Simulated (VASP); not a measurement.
A run of VASP 6.6.1:

Contents of INCAR:

```
PREC = Accurate
ENCUT = 520
EDIFF = 1E-7
ISMEAR = 0
SIGMA = 0.15
LREAL = F
LASPH = T
NELM = 60
ALGO = Fast
ISIF = 2
LWAVE = F
LCHARG = T
LELF = T
LVHAR = T
NBANDS = 18
```

File KPOINTS:

```
Automatic mesh
0
Gamma
  14 14 14
```

POSCAR

```
HfZn
1.0
    3.2751048400      0.0000000000      0.0000000000
    0.0000000000      3.2751048400      0.0000000000
    0.0000000000      0.0000000000      3.2751048400
Hf Zn
1 1
Direct
    0.5610667474      0.5000000000      0.5000000000
    0.0000000000      0.0000000000      0.0000000000
```

Potentials or basis: VASP PAW LDA potentials, release 64 (Hf_pv, Zn).

The run is started by

```sh
$ cat potpaw_LDA.64/Hf_pv/POTCAR potpaw_LDA.64/Zn/POTCAR > POTCAR
$ mpirun -np 1 vasp_std > vasp.out
```

Hardware: 1 thread of Intel Xeon 8259CL, on a shared host.

Task: How long does it take, and how much memory?

Result: Run time: 3 min on 1 thread of Intel Xeon 8259CL (shared host), peak memory 0.29 GiB. Counts: scf iterations 15, k points 288.
